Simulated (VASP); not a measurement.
A run of VASP 6.6.1 is set up as follows.

The input INCAR:

```
SYSTEM = Al
ALGO     = Normal         ! electronic algorithm
EDIFF    = 1E-6           ! SCF threshold, eV
ENCUT    = 520            ! plane-wave cutoff, eV
ISIF     = 2              ! what is computed and relaxed
ISMEAR   = -1             ! smearing method
LASPH    = .True.         ! aspherical terms in the spheres
LCHARG   = .False.        ! write CHGCAR
LREAL    = .False.        ! projectors in reciprocal space
LWAVE    = .False.        ! write WAVECAR
NBANDS   = 8              ! bands
NELM     = 80             ! most SCF steps
PREC     = Accurate       ! precision mode
SIGMA    = 0.1            ! smearing width, eV
```

File KPOINTS:

```
k-points
0
Gamma
  10 10 10
  0 0 0
```

File POSCAR:

```
Al
1.0
    2.6876278981      0.0000000000      0.0000000000
    0.0000000000      2.6876278981      0.0000000000
    0.0000000000      0.0000000000      2.6876278981
Al
1
Direct
    0.0000000000      0.0000000000      0.0000000000
```

Potentials or basis: VASP PAW LDA potentials, release 64 (Al).

Launch:

```sh
$ cat potpaw_LDA.64/Al/POTCAR > POTCAR
$ mpirun -np 1 vasp_std > vasp.out
```

Problem. Predict the pressure.

Solution. 0.0 GPa.
